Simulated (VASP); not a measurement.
Input of a VASP 6.6.1 run:

Contents of INCAR:

```
SYSTEM = MnSb
PREC = Accurate
ENCUT = 520
EDIFF = 1E-7
ISMEAR = -1
SIGMA = 0.1
LREAL = .FALSE.
LASPH = .TRUE.
NELM = 150
ALGO = Normal
ISIF = 2
LWAVE = .FALSE.
LCHARG = .FALSE.
ISPIN = 2
MAGMOM = 0 0 4 4
LORBIT = 11
LMAXMIX = 4
GGA = PS
NBANDS = 30
```

KPOINTS

```
regular mesh
0
G
  6 6 4
  0 0 0
```

The input POSCAR:

```
MnSb
1.0
    4.1500000000      0.0000000000      0.0000000000
   -2.0750000000      3.5940054257      0.0000000000
    0.0000000000      0.0000000000      5.7800000000
Sb Mn
2 2
Direct
    0.6666666667      0.3333333333      0.7500000000
    0.3333333333      0.6666666667      0.2500000000
    0.0000000000      0.0000000000      0.5000000000
    0.0000000000      0.0000000000      0.0000000000
```

Potentials or basis: VASP PAW PBE potentials, release 64 (Sb, Mn_pv).

Launch:

```sh
$ cat potpaw_PBE.64/Sb/POTCAR potpaw_PBE.64/Mn_pv/POTCAR > POTCAR
$ mpirun -np 1 vasp_std > vasp.out
```

Question: What does it give for the net moment?

Answer: 6.68 μB per cell.

Question: What does it give for the pressure?

Answer: -7.0 GPa.

Stress tensor (GPa, compression positive):
```
-6.66  0.00  0.00
 0.00 -6.66  0.00
 0.00  0.00 -7.64
```

Caveat: the PAW data sets were made with another functional, which shifts forces and pressure a little.
